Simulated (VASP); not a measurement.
# RbCaH3 (R-3m) in VASP: a series of runs

RbCaH3 is run at these levels: LDA; tasks: single point.

Everything below comes from runs of VASP 6.6.1. Logs are shortened: lines on timing, memory, paths and dates and some standing lists are left out, and cuts for length are marked.

## (1) The cell of the first run

The structure is trigonal, space group R-3m (No. 166). Conventional cell: a = 8.102 Å, b = 8.102 Å, c = 4.961 Å, α = 90.00°, β = 90.00°, γ = 120.00°. Rb (site symmetry -3m) has 2 Ca at 2.48 Å and 6 H at 2.86 Å within 3.3 Å. Within 3.3 Å of Ca (site symmetry -3m) lie 2 Rb at 2.48 Å and 6 H at 2.48 Å. Within 3.3 Å of H (site symmetry 2/m) lie 2 Ca at 2.48 Å and 2 Rb at 2.86 Å and 4 H at 2.86 Å.

## (2) Single point, LDA

The input, INCAR:

```
SYSTEM = RbCaH3
PREC = Accurate ; ENCUT = 520
EDIFF = 1E-6 ; ISMEAR = 0
SIGMA = 0.05 ; LREAL = .FALSE.
LASPH = .TRUE. ; NELM = 80
ALGO = Normal ; ISIF = 2
LWAVE = .FALSE. ; LCHARG = .FALSE.
NBANDS = 19
```

The input, KPOINTS:

```
regular mesh
0
G
  6 6 6
  0 0 0
```

The input, POSCAR:

```
RbCaH3
1.0
    4.7740508449     -0.9548101690     -0.9548101690
   -0.9548101690      4.7740508449     -0.9548101690
   -0.9548101690     -0.9548101690      4.7740508449
Rb Ca H
1 1 3
Direct
    0.0000000000      0.0000000000      0.0000000000
    0.5000000000      0.5000000000      0.5000000000
    0.0000000000      0.5000000000      0.5000000000
    0.5000000000      0.0000000000      0.5000000000
    0.5000000000      0.5000000000      0.0000000000
```

Potentials or basis: VASP PAW LDA potentials, release 64 (Rb_sv, Ca_sv, H).

Launch:

```console
$ cat potpaw_LDA.64/Rb_sv/POTCAR potpaw_LDA.64/Ca_sv/POTCAR potpaw_LDA.64/H/POTCAR > POTCAR
$ mpirun -np 1 vasp_std > vasp.out
```

OUTCAR:

```text
SYSTEM = RbCaH3
   PREC = Accurate
   ENCUT = 520
   EDIFF = 1E-6
   ISMEAR = 0
   LREAL = .FALSE.
   LASPH = .TRUE.
   NELM = 80
   ISIF = 2

 ion  position               nearest neighbor table
   1  0.000  0.000  0.000-   2 2.48   2 2.48   4 2.86   5 2.86   3 2.86   4 2.86   5 2.86   3 2.86

   2  0.500  0.500  0.500-   1 2.48   1 2.48
   3  0.000  0.500  0.500-   1 2.86   1 2.86
   4  0.500  0.000  0.500-   1 2.86   1 2.86
   5  0.500  0.500  0.000-   1 2.86   1 2.86

  LATTYP: Found a body centered cubic cell.
 ALAT       =     5.7288610139

  Lattice vectors:

 A1 = (   4.7740508449,  -0.9548101690,  -0.9548101690)
 A2 = (  -0.9548101690,   4.7740508449,  -0.9548101690)
 A3 = (  -0.9548101690,  -0.9548101690,   4.7740508449)

Analysis of symmetry for initial positions (statically):
=====================================================================
 Subroutine PRICEL returns:
 Original cell was already a primitive cell.

 Routine SETGRP: Setting up the symmetry group for a
 body centered cubic supercell.

 Subroutine GETGRP returns: Found 12 space group operations
 (whereof 12 operations were pure point group operations)
 out of a pool of 48 trial point group operations.

The static configuration has the point symmetry D_3d.

Analysis of symmetry for dynamics (positions and initial velocities):
=====================================================================
 Subroutine PRICEL returns:
 Original cell was already a primitive cell.

 Routine SETGRP: Setting up the symmetry group for a
 body centered cubic supercell.

 Subroutine GETGRP returns: Found 12 space group operations
 (whereof 12 operations were pure point group operations)
 out of a pool of 48 trial point group operations.

The dynamic configuration has the point symmetry D_3d.

 Subroutine INISYM returns: Found 12 space group operations
 (whereof 12 operations are pure point group operations),
 and found     1 'primitive' translations

----------------------------------------------------------------------------------------

                                     Primitive cell

  volume of cell :      94.0102

  direct lattice vectors                    reciprocal lattice vectors
     4.774050845 -0.954810169 -0.954810169     0.232739689  0.058184922  0.058184922
    -0.954810169  4.774050845 -0.954810169     0.058184922  0.232739689  0.058184922
    -0.954810169 -0.954810169  4.774050845     0.058184922  0.058184922  0.232739689

  length of vectors
     4.961339173  4.961339173  4.961339173     0.246857719  0.246857719  0.246857719

  position of ions in fractional coordinates (direct lattice)
     0.000000000  0.000000000  0.000000000
     0.500000000  0.500000000  0.500000000
     0.000000000  0.500000000  0.500000000
     0.500000000  0.000000000  0.500000000
     0.500000000  0.500000000  0.000000000

  ion indices of the primitive-cell ions
   primitive index   ion index
                 1           1
                 2           2
                 3           3
                 4           4
                 5           5

----------------------------------------------------------------------------------------

 KPOINTS: regular mesh

Automatic generation of k-mesh.
 Grid dimensions read from file:
 generate k-points for:    6    6    6

 Generating k-lattice:

  Cartesian coordinates                     Fractional coordinates (reciprocal lattice)
     0.038789948  0.009697487  0.009697487     0.166666667  0.000000000  0.000000000
     0.009697487  0.038789948  0.009697487     0.000000000  0.166666667  0.000000000
     0.009697487  0.009697487  0.038789948     0.000000000  0.000000000  0.166666667

  Length of vectors
     0.041142953  0.041142953  0.041142953

  Shift w.r.t. Gamma in fractional coordinates (k-lattice)
     0.000000000  0.000000000  0.000000000

 Subroutine IBZKPT returns following result:
 ===========================================

 Found     32 irreducible k-points:

 Following reciprocal coordinates:
            Coordinates               Weight
  0.000000  0.000000  0.000000      1.000000
  0.166667  0.000000  0.000000      6.000000
  0.166667  0.000000 -0.166667      6.000000
  0.333333  0.000000  0.000000      6.000000
  0.333333  0.000000 -0.333333      6.000000
  0.500000  0.000000  0.000000      3.000000
[... 16 lines left out ...]
  0.166667 -0.166667  0.333333     12.000000
  0.500000  0.500000  0.166667      6.000000
 [... further k-points ...]
   k-points           NKPTS =     32   k-points in BZ     NKDIM =     32   number of bands    NBANDS=     19
   number of dos      NEDOS =    301   number of ions     NIONS =      5
   total plane-waves  NPLWV =  64000
   dimension x,y,z NGX =    40 NGY =   40 NGZ =   40
   dimension x,y,z NGXF=    80 NGYF=   80 NGZF=   80
   ions per type =               1   1   3
   NGX,Y,Z   is equivalent  to a cutoff of  13.40, 13.40, 13.40 a.u.
   NGXF,Y,Z  is equivalent  to a cutoff of  26.81, 26.81, 26.81 a.u.
[... 96 lines left out ...]
      5     -22.0160      2.00000
      6     -12.2844      2.00000
[... 11 lines left out ...]
     18       6.0611      0.00000
     19       6.1347      0.00000

 k-point     4 :       0.3333    0.0000    0.0000
  band No.  band energies     occupation
      1     -40.9356      2.00000
      2     -28.4846      2.00000
      3     -22.6802      2.00000
      4     -22.0167      2.00000
      5     -22.0107      2.00000
      6     -13.1574      2.00000
[... 11 lines left out ...]
     18       5.8226      0.00000
     19       6.1724      0.00000

 k-point     5 :       0.3333    0.0000   -0.3333
  band No.  band energies     occupation
      1     -40.9403      2.00000
      2     -28.2983      2.00000
      3     -23.1858      2.00000
      4     -22.0253      2.00000
      5     -22.0179      2.00000
      6     -12.2897      2.00000
[... 11 lines left out ...]
     18       5.9909      0.00000
     19       6.1688      0.00000

 k-point     6 :       0.5000    0.0000    0.0000
  band No.  band energies     occupation
      1     -40.9339      2.00000
      2     -28.5413      2.00000
      3     -22.5063      2.00000
      4     -22.0173      2.00000
      5     -22.0093      2.00000
      6     -13.4414      2.00000
[... 11 lines left out ...]
     18       5.6408      0.00000
     19       5.9209      0.00000

 k-point     7 :       0.5000    0.0000    0.5000
  band No.  band energies     occupation
      1     -40.9402      2.00000
      2     -28.2976      2.00000
      3     -23.1863      2.00000
      4     -22.0288      2.00000
      5     -22.0189      2.00000
      6     -12.2924      2.00000
[... 11 lines left out ...]
     18       6.4844      0.00000
     19       6.5036      0.00000

 k-point     8 :       0.1667    0.1667    0.0000
  band No.  band energies     occupation
      1     -40.9357      2.00000
      2     -28.4850      2.00000
      3     -22.6800      2.00000
      4     -22.0135      2.00000
      5     -22.0117      2.00000
      6     -13.1561      2.00000
[... 256 lines left out ...]
 k-point    20 :      -0.3333   -0.1667   -0.3333
  band No.  band energies     occupation
      1     -40.9386      2.00000
      2     -28.3622      2.00000
      3     -23.0198      2.00000
      4     -22.0238      2.00000
      5     -22.0191      2.00000
      6     -12.5899      2.00000
[... 11 lines left out ...]
     18       5.6626      0.00000
     19       5.7973      0.00000

 k-point    21 :      -0.1667    0.1667    0.1667
  band No.  band energies     occupation
      1     -40.9389      2.00000
      2     -28.3638      2.00000
      3     -23.0189      2.00000
      4     -22.0171      2.00000
      5     -22.0164      2.00000
      6     -12.5805      2.00000
[... 11 lines left out ...]
     18       6.0708      0.00000
     19       6.4688      0.00000

 k-point    22 :      -0.3333    0.3333    0.1667
  band No.  band energies     occupation
      1     -40.9386      2.00000
      2     -28.3623      2.00000
      3     -23.0197      2.00000
      4     -22.0235      2.00000
      5     -22.0184      2.00000
      6     -12.5828      2.00000
[... 11 lines left out ...]
     18       5.9963      0.00000
     19       6.1658      0.00000

 k-point    23 :       0.1667   -0.1667    0.3333
  band No.  band energies     occupation
      1     -40.9355      2.00000
      2     -28.4840      2.00000
      3     -22.6806      2.00000
      4     -22.0176      2.00000
      5     -22.0137      2.00000
      6     -13.1561      2.00000
[... 11 lines left out ...]
     18       5.4858      0.00000
     19       5.8781      0.00000

 k-point    24 :       0.5000    0.5000    0.1667
  band No.  band energies     occupation
      1     -40.9385      2.00000
      2     -28.3616      2.00000
      3     -23.0202      2.00000
      4     -22.0267      2.00000
      5     -22.0193      2.00000
      6     -12.5839      2.00000
[... 11 lines left out ...]
     18       5.8816      0.00000
     19       6.0468      0.00000

 [... further k-points ...]
[... 5 lines left out ...]
  --------------------------------------------------------------------------------------
  -------------------------------------------------------------------------------------
  Total        0.8552919      0.8552919      0.8552919      7.5786267      7.5786267      7.5786267
  in kB       14.5763930     14.5763930     14.5763930    129.1594647    129.1594647    129.1594647
  external PRESSURE =      14.5763930 kB  Pullay stress =       0.0000000 kB

 VOLUME and BASIS-vectors are now :
 -----------------------------------------------------------------------------
  energy-cutoff  :      520.00
  volume of cell :       94.01
      direct lattice vectors                 reciprocal lattice vectors
     4.774050845 -0.954810169 -0.954810169     0.232739689  0.058184922  0.058184922
    -0.954810169  4.774050845 -0.954810169     0.058184922  0.232739689  0.058184922
    -0.954810169 -0.954810169  4.774050845     0.058184922  0.058184922  0.232739689

 POSITION                                       TOTAL-FORCE (eV/Angst)
 -----------------------------------------------------------------------------------
      0.00000      0.00000      0.00000         0.000000      0.000000     -0.000000
      1.43222      1.43222      1.43222        -0.000000     -0.000000     -0.000000
     -0.95481      1.90962      1.90962         0.000000      0.000000     -0.000000
      1.90962     -0.95481      1.90962         0.000000      0.000000     -0.000000
      1.90962      1.90962     -0.95481         0.000000      0.000000      0.000000
 -----------------------------------------------------------------------------------
    total drift:                                0.000000      0.000000     -0.000000

  FREE ENERGIE OF THE ION-ELECTRON SYSTEM (eV)
  ---------------------------------------------------
  free  energy   TOTEN  =       -11.7288603884 eV

  energy  without entropy=      -11.7288603884  energy(sigma->0) =      -11.72886039
```

Run time: 26 s. Hardware: 1 thread of Intel Xeon 6975P-C (Granite Rapids), shared host; peak memory 0.23 GiB.

Results:

* Free energy: -11.7289 eV
* Pressure: 1.5 GPa
* Band gap on the k mesh: 0.76 eV, indirect (least direct gap 1.12 eV)

Stress tensor (GPa, compression positive):
```
 1.46 12.92 12.92
12.92  1.46 12.92
12.92 12.92  1.46
```

 A k mesh can miss the band edges.

## (3) Single point, LDA

This run uses another cell than the first one, of the same volume but with other edges.

The input, INCAR:

```
ALGO = Normal ; EDIFF = 1E-6
ENCUT = 520 ; GGA = CA
ISIF = 2 ; ISMEAR = 0
LASPH = True ; LCHARG = True
LELF = True ; LREAL = False
LVHAR = True ; LWAVE = False
NBANDS = 19 ; NELM = 100
PREC = Accurate ; SIGMA = 0.05
```

The input, KPOINTS:

```
k-points
0
Gamma
  6 6 6
```

POSCAR: that of step 2 with these lines changed.

```diff
@@ -2,5 +2,5 @@
 1.0
-    4.7740508449     -0.9548101690     -0.9548101690
-   -0.9548101690      4.7740508449     -0.9548101690
-   -0.9548101690     -0.9548101690      4.7740508449
+    4.8119417222      1.2029854305      1.2029854305
+    1.2029854305      4.8119417222      1.2029854305
+    1.2029854305      1.2029854305      4.8119417222
 Rb Ca H
```

Potentials or basis: VASP PAW LDA potentials, release 64 (Rb_sv, Ca_sv, H).

Launch:

```console
$ cat potpaw_LDA.64/Rb_sv/POTCAR potpaw_LDA.64/Ca_sv/POTCAR potpaw_LDA.64/H/POTCAR > POTCAR
$ mpirun -np 1 vasp_std > vasp.out
```

It took 26 s on 1 thread of Intel Xeon 6975P-C (Granite Rapids), shared host; peak memory 0.23 GiB.

The run converged. Its results:

```
Free energy            : -12.7086 eV
Pressure               : -0.3 GPa
Band gap on the k mesh : zero (band 11 reaches 0.81 eV, above the bottom of band 12 at 0.71 eV)
```

Stress tensor (GPa, compression positive):
```
-0.33 -8.15 -8.15
-8.15 -0.33 -8.15
-8.15 -8.15 -0.33
```

Levels at points of the mesh, in eV from the Fermi level:
```csv
k point,band 9,band 10,band 11,band 12,band 13,band 14
"(0.00, 0.00, 0.00)",-4.70,-1.29,-1.29,0.62,1.79,1.79
"(0.50, 0.00, 0.00)",-2.64,-2.43,-0.55,1.74,2.09,2.70
"(0.50, 0.50, 0.50)",-3.71,-0.72,-0.72,-0.08,2.27,2.27
"(0.50, 0.50, 0.00)",-2.72,-1.98,0.01,0.16,2.01,2.40
```

## (4) Single point, LDA

This run uses another cell than the first one, of the same volume but with other edges.

The input, INCAR:

```
SYSTEM = RbCaH3
  PREC = Accurate
  ENCUT = 520
  EDIFF = 1E-6
  ISMEAR = 0
  SIGMA = 0.05
  LREAL = .False.
  LASPH = .True.
  NELM = 60
  ALGO = Normal
  ISIF = 2
  LWAVE = .False.
  LCHARG = .True.
  GGA = CA
  LELF = .True.
  LVHAR = .True.
  NBANDS = 19
```

The input, KPOINTS:

```
regular mesh
0
Gamma
  6 6 6
  0 0 0
```

POSCAR: that of step 3 with these lines changed.

```diff
@@ -2,5 +2,5 @@
 1.0
-    4.8119417222      1.2029854305      1.2029854305
-    1.2029854305      4.8119417222      1.2029854305
-    1.2029854305      1.2029854305      4.8119417222
+    4.6041932179     -0.4926996432     -0.4926996432
+   -0.4926996432      4.6041932179     -0.4926996432
+   -0.4926996432     -0.4926996432      4.6041932179
 Rb Ca H
```

Launch:

```console
$ cat potpaw_LDA.64/Rb_sv/POTCAR potpaw_LDA.64/Ca_sv/POTCAR potpaw_LDA.64/H/POTCAR > POTCAR
$ mpirun -np 1 vasp_std > vasp.out
```

Run time: 18 s. Hardware: 1 thread of Intel Xeon 6975P-C (Granite Rapids), shared host; peak memory 0.21 GiB.

Results (log left out):

```yaml
Free_energy: -14.9647 eV
Pressure: -2.2 GPa
Band_gap_on_the_k_mesh: 1.97 eV, indirect (least direct gap 2.22 eV)
```

Stress tensor (GPa, compression positive):
```
-2.20  4.39  4.39
 4.39 -2.20  4.39
 4.39  4.39 -2.20
```

Levels at points of the mesh, in eV from the valence-band top:
```
           k point  band 9  band 10  band 11  band 12  band 13  band 14
(0.00, 0.00, 0.00)   -3.70    -1.13    -1.13     3.52     4.16     4.16
(0.50, 0.00, 0.00)   -2.32    -1.60    -0.83     4.24     4.35     4.41
(0.50, 0.50, 0.00)   -2.04    -1.33    -0.25     1.97     3.09     3.57
(0.50, 0.50, 0.50)   -1.55    -1.55     0.00     2.86     2.86     4.24
```

 A k mesh can miss the band edges.

## (5) Single point, LDA

This run uses another cell than the first one, of the same volume but with other edges.

The input, INCAR:

```
  ALGO = Normal
  EDIFF = 1E-7
  ENCUT = 520
  ISIF = 2
  ISMEAR = 0
  LASPH = True
  LCHARG = False
  LREAL = False
  LWAVE = False
  NBANDS = 19
  NELM = 60
  PREC = Accurate
  SIGMA = 0.05
```

The input, KPOINTS:

```
k-points
0
Gamma
  6 6 6
```

POSCAR: that of step 4 with these lines changed.

```diff
@@ -2,5 +2,5 @@
 1.0
-    4.6041932179     -0.4926996432     -0.4926996432
-   -0.4926996432      4.6041932179     -0.4926996432
-   -0.4926996432     -0.4926996432      4.6041932179
+    4.6091238099      0.5541761766      0.5541761766
+    0.5541761766      4.6091238099      0.5541761766
+    0.5541761766      0.5541761766      4.6091238099
 Rb Ca H
```

Launch:

```console
$ cat potpaw_LDA.64/Rb_sv/POTCAR potpaw_LDA.64/Ca_sv/POTCAR potpaw_LDA.64/H/POTCAR > POTCAR
$ mpirun -np 1 vasp_std > vasp.out
```

Run time: 18 s. Hardware: 1 thread of Intel Xeon 6975P-C (Granite Rapids), shared host; peak memory 0.21 GiB.

It converged, with:

```
Free energy            : -15.0791 eV
Pressure               : -2.1 GPa
Band gap on the k mesh : 2.05 eV, direct
```

Stress tensor (GPa, compression positive):
```
-2.08 -3.59 -3.59
-3.59 -2.08 -3.59
-3.59 -3.59 -2.08
```

Levels at points of the mesh, in eV from the valence-band top:
```csv
k point,band 7,band 8,band 9,band 10,band 11,band 12,band 13,band 14,band 15,band 16
"(0.00, 0.00, 0.00)",-10.10,-10.10,-3.53,-0.86,-0.86,3.97,3.97,4.32,6.38,6.94
"(0.50, 0.00, 0.00)",-10.15,-10.11,-2.07,-1.41,-0.50,4.41,4.48,4.63,4.66,4.76
"(0.50, 0.50, 0.00)",-10.19,-10.12,-1.82,-1.04,0.00,2.05,3.52,3.97,5.04,5.09
"(0.50, 0.50, 0.50)",-10.18,-10.18,-1.87,-0.32,-0.32,2.50,3.84,3.84,4.59,5.07
```

 A k mesh can miss the band edges.

## (6) Single point, LDA

This run uses another cell than the first one, of the same volume but with other edges.

The input, INCAR:

```
PREC = Accurate
ENCUT = 520
EDIFF = 1E-6
ISMEAR = 0
SIGMA = 0.05
LREAL = F
LASPH = T
NELM = 60
ALGO = Normal
ISIF = 2
LWAVE = F
LCHARG = F
GGA = CA
NBANDS = 19
```

The input, KPOINTS:

```
regular mesh
0
Gamma
  6 6 6
```

POSCAR: that of step 5 with these lines changed.

```diff
@@ -2,5 +2,5 @@
 1.0
-    4.6091238099      0.5541761766      0.5541761766
-    0.5541761766      4.6091238099      0.5541761766
-    0.5541761766      0.5541761766      4.6091238099
+    4.6722560027     -0.7188086158     -0.7188086158
+   -0.7188086158      4.6722560027     -0.7188086158
+   -0.7188086158     -0.7188086158      4.6722560027
 Rb Ca H
```

Potentials or basis: VASP PAW LDA potentials, release 64 (Rb_sv, Ca_sv, H).

Launch:

```console
$ cat potpaw_LDA.64/Rb_sv/POTCAR potpaw_LDA.64/Ca_sv/POTCAR potpaw_LDA.64/H/POTCAR > POTCAR
$ mpirun -np 1 vasp_std > vasp.out
```

Wall time 20 s (1 thread of Intel Xeon 6975P-C (Granite Rapids), shared host); peak memory 0.21 GiB.

The run converged. Its results:

* Free energy: -13.8255 eV
* Pressure: -1.5 GPa
* Band gap on the k mesh: 1.41 eV, indirect (least direct gap 1.81 eV)

Stress tensor (GPa, compression positive):
```
-1.54  7.33  7.33
 7.33 -1.54  7.33
 7.33  7.33 -1.54
```

Levels at points of the mesh, in eV from the valence-band top:
```
           k point  band 7  band 8  band 9  band 10  band 11  band 12  band 13  band 14  band 15  band 16
(0.00, 0.00, 0.00)  -11.48  -11.48   -4.11    -1.47    -1.47     2.30     2.88     2.88     6.09     6.09
(0.50, 0.00, 0.00)  -11.58  -11.50   -2.69    -2.00    -1.13     3.46     3.56     3.65     3.89     4.03
(0.50, 0.50, 0.00)  -11.61  -11.50   -2.45    -1.93    -0.39     1.41     2.12     2.39     3.74     4.12
(0.50, 0.50, 0.50)  -11.59  -11.59   -2.13    -2.13     0.00     2.24     2.24     3.56     3.91     3.91
```

## (7) The runs side by side

| cell | gap on the mesh (eV) | pressure (GPa) |
| --- | --- | --- |
| a = 4.961 Å, angles 109.5°, 5 atoms | 0.76 | 1.5 |
| a = 5.104 Å, angles 60.0°, 5 atoms | none | -0.3 |
| a = 4.657 Å, angles 101.4°, 5 atoms | 1.97 | -2.2 |
| a = 4.675 Å, angles 75.7°, 5 atoms | 2.05 | -2.1 |
| a = 4.782 Å, angles 105.7°, 5 atoms | 1.41 | -1.5 |

Alike in all rows: task single point; level LDA; potentials or basis VASP PAW LDA potentials, release 64 (Rb_sv, Ca_sv, H); no spin polarisation; k mesh 6 × 6 × 6; cutoff (eV) 520; smearing gaussian 0.05 eV.

Total energies depend on the potentials used, so only differences within one code and one set of settings carry meaning.
